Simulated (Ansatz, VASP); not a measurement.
# Two plane-wave programs on CrPb

```xyz
2
Lattice="3.4859 0.0000 0.0000 0.0000 3.4859 0.0000 0.0000 0.0000 3.4859" Properties=species:S:1:pos:R:3 pbc="T T T"
Cr    0.0000    0.0000    0.0000
Pb    1.7429    1.7429    1.7429
```

Alike in both runs: functional PBEsol; k mesh 12 × 12 × 12; occupations gaussian, width 0.1 eV; collinear spin.

Ansatz relaxed the structure, and its values are those at the end. VASP's run is a single point on that final structure, the one shown.

|  | VASP | Ansatz |
| --- | --- | --- |
| version | VASP 6.6.1 | Ansatz 0.2.0 |
| potentials or method | VASP PAW PBE potentials, release 64 (Cr_pv, Pb_d), cutoff 520 eV | scalar-relativistic, plane waves, PAW |
| valence electrons in the cell | 26 | 28 |

```csv
,VASP,Ansatz,Ansatz less VASP
gap on the k mesh at the Fermi level (eV),none,none,-
pressure (GPa),0.0,0.0,+0.03
net moment per atom (μB),2.01,2.01,-0.002
size of the moment on the site where the two differ most (μB),3.68,3.77,+0.091
```

VASP's potentials were made for PBE, not for PBEsol. Site moments also hang on the region over which each program counts them. A gap of «none» marks a metal or a gap that the smearing closes. With one functional, cell and mesh, what is left measures potentials, basis and numerics. VASP's potentials hold 26 valence electrons a cell and Ansatz's 28, so a difference there can come from the potentials and not from the codes.

Spin-orbit coupling is off throughout.
